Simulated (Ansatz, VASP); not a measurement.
## BP in VASP and in Ansatz

```xyz
2
Lattice="0.0000 2.2454 2.2342 2.2454 0.0000 2.2342 2.2454 2.2454 0.0000" Properties=species:S:1:pos:R:3 pbc="T T T"
B     0.0000    0.0000    0.0000
P     3.3681    3.3681    3.3512
```

Change from the starting cell: z stretched by -0.5 %, x and y held, PAW files.

Alike in both runs: task single point; functional LDA; k mesh 8 × 8 × 8; no spin polarisation.

|  | VASP | Ansatz |
| --- | --- | --- |
| version | VASP 6.6.1 | Ansatz 0.2.0 |
| potentials or method | VASP PAW LDA potentials, release 64 (B, P) | PAW with Ansatz's default frozen-core files, scalar-relativistic |
| plane-wave cutoff (eV) | 520 | 420 |
| occupations | gaussian, width 0.01 eV | fixed |
| valence electrons in the cell | 8 | 8 |

```tsv
	VASP	Ansatz	Ansatz less VASP
gap on the k mesh at the Fermi level (eV)	1.10	1.10	-0.001
pressure (GPa)	0.8	0.9	+0.12
traceless stress, the component that is largest in VASP (GPa)	0.91	0.91	-0.001
```

LDA's correlation is that of Perdew and Zunger in VASP and of Perdew and Wang (1992) in Ansatz.
